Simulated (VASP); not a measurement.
The system is Sc.

```
Sc
1.0
     3.02000    0.00000    0.00000
     0.00000    3.02000    0.00000
     0.00000    0.00000    3.02000
Sc
1
Cartesian
  0.0000 0.0000 0.0000
```

| Item | Value |
| --- | --- |
| Program | VASP 6.6.1 |
| Task | relaxation of cell and atoms |
| Functional | PBEsol |
| Potentials or basis | VASP PAW PBE potentials, release 64 (Sc_sv) |
| Cutoff | 600 eV |
| k mesh | 7 × 7 × 7 |
| Occupations | fermi-dirac, width 0.05 eV |
| Spin | no spin polarisation |

At the start: pressure -3.6 GPa; volume 27.54 Å³/atom.

Where does the relaxation end?

Over 3 steps the energy falls by 33.9 meV/atom and the volume is 24.78 Å³/atom (-10.0 %); space group Pm-3m (No. 221, to 0.05 Å).

The path:
```csv
step,energy change (eV),largest force (eV/Å),pressure (GPa),volume (Å³)
1,0.0000,0.0000,-3.58,27.54
2,-0.0331,0.0000,-0.64,25.16
3,-0.0339,0.0000,-0.05,24.78
```

Final structure:
```yaml
crystal:
  lattice:
    - [2.91559, 0.00000, 0.00000]
    - [0.00000, 2.91559, 0.00000]
    - [0.00000, 0.00000, 2.91559]
  atoms:
    - { symbol: Sc, position: [0.00000, 0.00000, 0.00000] }
```

Caveat: the PAW data sets were made with another functional, which shifts forces and pressure a little.
